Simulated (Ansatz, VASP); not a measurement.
One calculation of CdSe, two programs

```xyz
2
Lattice="0.0000 2.8740 2.8740 2.8740 0.0000 2.8740 2.8740 2.8740 0.0000" Properties=species:S:1:pos:R:3 pbc="T T T"
Cd    0.0000    0.0000    0.0000
Se    2.8740    2.8740    2.8740
```

Alike in both runs: task single point; functional PBE; k mesh 4 × 4 × 4; occupations gaussian, width 0.1 eV; no spin polarisation; Hubbard terms Cd d U = 7.6 eV.

```csv
,VASP,Ansatz
version,VASP 6.6.1,Ansatz 0.2.0
potentials or method,"VASP PAW PBE potentials, release 64 (Cd, Se), cutoff 520 eV","scalar-relativistic, plane waves, PAW"
valence electrons in the cell,18,36
```

```tsv
	VASP	Ansatz	Ansatz less VASP
gap on the k mesh at the Fermi level (eV)	none	none	-
pressure (GPa)	-1.3	0.6	+1.85
```

The programs project onto different local orbitals, so the same U acts differently, and such runs can settle in different states. A gap of «none» marks a metal or a gap that the smearing closes. VASP's potentials hold 18 valence electrons a cell and Ansatz's 36, so a difference there can come from the potentials and not from the codes. Ansatz's warnings: filled band counts differ across k points.

The k mesh is coarse, so the values compare programs but aren't converged.
